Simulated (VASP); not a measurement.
Wanted: the native input for a VASP 6.6.1 run.

| Item | Value |
| --- | --- |
| Task | single point |
| Functional | PBE |
| Potentials or basis | VASP PAW PBE potentials, release 64 (Co) |
| Cutoff | 520 eV |
| k mesh | 15 × 15 × 15 |
| Occupations | fermi-dirac, width 0.1 eV |
| Spin | collinear spin, ferromagnetic start |
| Starting moments | [2.55] μB |
| Fixed moment | 2.55 μB |
| Dipole correction | no |
| Further INCAR settings | ALGO = Normal; EDIFF = 1e-07; NBANDS = 14 |

The structure of Co lies in POSCAR:

```
Co
1.0
    0.0000000000      1.8074000000      1.8074000000
    1.8074000000      0.0000000000      1.8074000000
    1.8074000000      1.8074000000      0.0000000000
Co
1
Direct
    0.0000000000      0.0000000000      0.0000000000
```

The input as run:

INCAR

```
SYSTEM = Co
PREC = Accurate
ENCUT = 520
EDIFF = 1E-7
ISMEAR = -1
SIGMA = 0.1
LREAL = .FALSE.
LASPH = .TRUE.
NELM = 150
ALGO = Normal
ISIF = 2
LWAVE = .FALSE.
LCHARG = .FALSE.
ISPIN = 2
MAGMOM = 2.55
LORBIT = 11
NUPDOWN = 2.55
LMAXMIX = 4
GGA = PE
NBANDS = 14
```

KPOINTS

```
Automatic mesh
0
G
  15 15 15
  0 0 0
```

Potentials or basis: VASP PAW PBE potentials, release 64 (Co).

The run is started by

```sh
$ cat potpaw_PBE.64/Co/POTCAR > POTCAR
$ mpirun -np 1 vasp_std > vasp.out
```

It gave:

```json
{
  "Pressure": "3.8 GPa",
  "Net moment": "2.55 μB per cell",
  "Site moments": "Co +2.47 μB",
  "Valence electrons inside the program's atomic spheres": "Co 8.08"
}
```

Caveat: the total moment is fixed, so each spin has its own Fermi level.

Wall time 42 s on 1 thread of AMD EPYC 7R43 64-Core Processor (Zen 3) (shared host), peak memory 0.12 GiB.
